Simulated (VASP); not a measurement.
Crystal: Ca4AlTl.

```xyz
6
Lattice="0.0000 4.2007 4.2007 4.2007 0.0000 4.2007 4.2007 4.2007 0.0000" Properties=species:S:1:pos:R:3 pbc="T T T"
Ca    5.2509    3.1505    5.2509
Ca    5.2509    5.2509    3.1505
Ca    3.1505    3.1505    3.1505
Ca    3.1505    5.2509    5.2509
Al    6.3011    6.3011    6.3011
Tl    0.0000    0.0000    0.0000
```

* Program: VASP 6.6.1
* Task: relaxation of cell and atoms
* Functional: PBE
* Potentials or basis: VASP PAW PBE potentials, release 64 (Ca_sv, Al, Tl_d)
* Cutoff: 600 eV
* k mesh: 4 × 4 × 4
* Occupations: gaussian, width 0.1 eV
* Spin: no spin polarisation

At the start: pressure 9.6 GPa; volume 24.71 Å³/atom.

Question: Where does the relaxation end?

Answer: Over 7 steps the energy falls by 252.0 meV/atom and the volume is 35.80 Å³/atom (+44.9 %); space group F-43m (No. 216, to 0.1 Å) before and after.

The path:
```
step  energy change (eV)  largest force (eV/Å)  pressure (GPa)  volume (Å³)
   1              0.0000                0.1114            9.65       148.25
   2             -1.2610                0.0054            2.91       182.52
   3             -1.4903                0.0466            0.64       205.04
   4             -1.5100                0.0588            0.18       212.77
   5             -1.5117                0.0636           -0.02       216.29
   6             -1.5115                0.0616            0.07       214.75
   7             -1.5120                0.0168            0.07       214.82
```

Final structure:
```xyz
6
Lattice="0.0000 4.7535 4.7535 4.7535 0.0000 4.7535 4.7535 4.7535 0.0000" Properties=species:S:1:pos:R:3 pbc="T T T"
Ca    5.9377    3.5693    5.9377
Ca    5.9377    5.9377    3.5693
Ca    3.5693    3.5693    3.5693
Ca    3.5693    5.9377    5.9377
Al    7.1303    7.1303    7.1303
Tl    0.0000    0.0000    0.0000
```

Caveat: the volume moved by over 15 % at a fixed basis, so the end points are rough.
